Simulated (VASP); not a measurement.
WC (NiAs type), 4 atoms in the cell. It takes space group P6_3/mmc (No. 194, hexagonal). Conventional cell: a = 2.841 Å, b = 2.841 Å, c = 5.648 Å, α = 90.00°, β = 90.00°, γ = 120.00°. Within 2.9 Å of W (site symmetry -3m) lie 6 C at 2.16 Å and 8 W at 2.82 to 2.84 Å. Within 2.9 Å of C (site symmetry -6m2) lie 6 W at 2.16 Å and 6 C at 2.84 Å. 

```yaml
Program: VASP 6.6.1
Task: single point
Functional: PBE
Potentials_or_basis: VASP PAW PBE potentials, release 64 (W_sv, C)
Cutoff: 520 eV
k_mesh: 10 × 10 × 6
Occupations: fermi-dirac, width 0.1 eV
Spin: no spin polarisation
Dipole_correction: no
Further_INCAR_settings: ALGO = Normal; EDIFF = 1e-06; NBANDS = 26
```

Potentials or basis: VASP PAW PBE potentials, release 64 (W_sv, C).

The run is started by

```bash
$ cat potpaw_PBE.64/W_sv/POTCAR potpaw_PBE.64/C/POTCAR > POTCAR
$ mpirun -np 1 vasp_std > vasp.out
```

Hardware: 1 thread of Intel(R) Xeon(R) Platinum 8488C (Sapphire Rapids), with other jobs on the host.

Question: How long does it take, and how much memory?

Answer: It took 56 s on 1 thread of Intel(R) Xeon(R) Platinum 8488C (Sapphire Rapids), on a shared host, peak memory 0.19 GiB. Counts: scf iterations 12, k points 56.
